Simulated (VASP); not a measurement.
NaH, 2 atoms in the cell. The structure is cubic, space group Fm-3m (No. 225). Conventional cell: a = 4.880 Å, b = 4.880 Å, c = 4.880 Å, α = 90.00°, β = 90.00°, γ = 90.00°. Within 3.2 Å of Na (site symmetry m-3m) lie 6 H at 2.44 Å. H (site symmetry m-3m) has 6 Na at 2.44 Å within 3.2 Å. 

```yaml
Program: VASP 6.6.1
Task: single point
Functional: LDA
Potentials_or_basis: VASP PAW LDA potentials, release 64 (Na_pv, H)
Cutoff: 520 eV
k_mesh: 9 × 9 × 9
Occupations: fermi-dirac, width 0.05 eV
Spin: no spin polarisation
Dipole_correction: no
Further_INCAR_settings: ALGO = Normal; EDIFF = 1e-06; NBANDS = 11
```

Potentials or basis: VASP PAW LDA potentials, release 64 (Na_pv, H).

The run is started by

```sh
$ cat potpaw_LDA.64/Na_pv/POTCAR potpaw_LDA.64/H/POTCAR > POTCAR
$ mpirun -np 1 vasp_std > vasp.out
```

Hardware: 1 thread of Intel Xeon 6975P-C (shared host).

Question: Estimate the wall time of this run.

Answer: It took 7.8 s on 1 thread of Intel Xeon 6975P-C, with other jobs on the host, peak memory 0.13 GiB. Counts: scf iterations 11, k points 35.
